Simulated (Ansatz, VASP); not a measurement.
Two plane-wave programs on Al

```
Al
1.0
     2.86209    0.00000    0.00000
    -1.43104    2.47864    0.00000
     0.00000    0.00000    6.97913
Al
3
Direct
  0.00000 0.00000 0.00000
  0.33333 0.66667 0.33333
  0.66667 0.33333 0.66667
```

Alike in both runs: functional PBE; k mesh 18 × 18 × 7; occupations gaussian, width 0.1 eV; no spin polarisation.

Ansatz relaxed the structure, and its values are those at the end. VASP's run is a single point on that final structure, the one shown.

|  | VASP | Ansatz |
| --- | --- | --- |
| version | VASP 6.6.1 | Ansatz 0.2.0 |
| potentials or method | VASP PAW PBE potentials, release 64 (Al), cutoff 520 eV | scalar-relativistic, plane waves, PAW |
| valence electrons in the cell | 9 | 9 |

|  | VASP | Ansatz | Ansatz less VASP |
| --- | --- | --- | --- |
| gap on the k mesh at the Fermi level (eV) | none | none | - |
| pressure (GPa) | 0.0 | 0.0 | +0.04 |

A gap of «none» marks a metal or a gap that the smearing closes.
